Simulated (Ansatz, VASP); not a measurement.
**BaTiO3 in VASP and in Ansatz**

```
Ba Ti O
1.0
     2.78945    1.61049    2.28641
    -2.78945    1.61049    2.28641
     0.00000   -3.22098    2.28641
Ba Ti O
1 1 3
Direct
  0.00074 0.00074 0.00074
  0.49306 0.49306 0.49306
  0.50832 0.50832 0.01086
  0.01086 0.50832 0.50832
  0.50832 0.01086 0.50832
```

Change from the starting cell: volume scaled by 0.96, ions relaxed.

Alike in both runs: functional PBE; k mesh 8 × 8 × 8; occupations fermi-dirac, width 0.02 eV; no spin polarisation.

Ansatz relaxed the structure, and its values are those at the end. VASP's run is a single point on that final structure, the one shown.

|  | VASP | Ansatz |
| --- | --- | --- |
| version | VASP 6.6.1 | Ansatz 0.2.0 |
| potentials or method | VASP PAW PBE potentials, release 64 (Ba_sv, Ti_sv, O_h) | plane-wave PAW, scalar-relativistic |
| plane-wave cutoff (eV) | 910 | 420 |
| valence electrons in the cell | 40 | 40 |

```csv
,VASP,Ansatz,Ansatz less VASP
gap on the k mesh at the Fermi level (eV),2.06,2.12,+0.063
rms of the force components (eV/Å),0.012,0.006,-0.0061
```

With one functional, cell and mesh, what is left measures potentials, basis and numerics. Ansatz's warnings: stress scf threshold loose.

Spin-orbit coupling is off throughout. Noted on VASP's run: the cutoff is short for stress, so the pressure is rough.
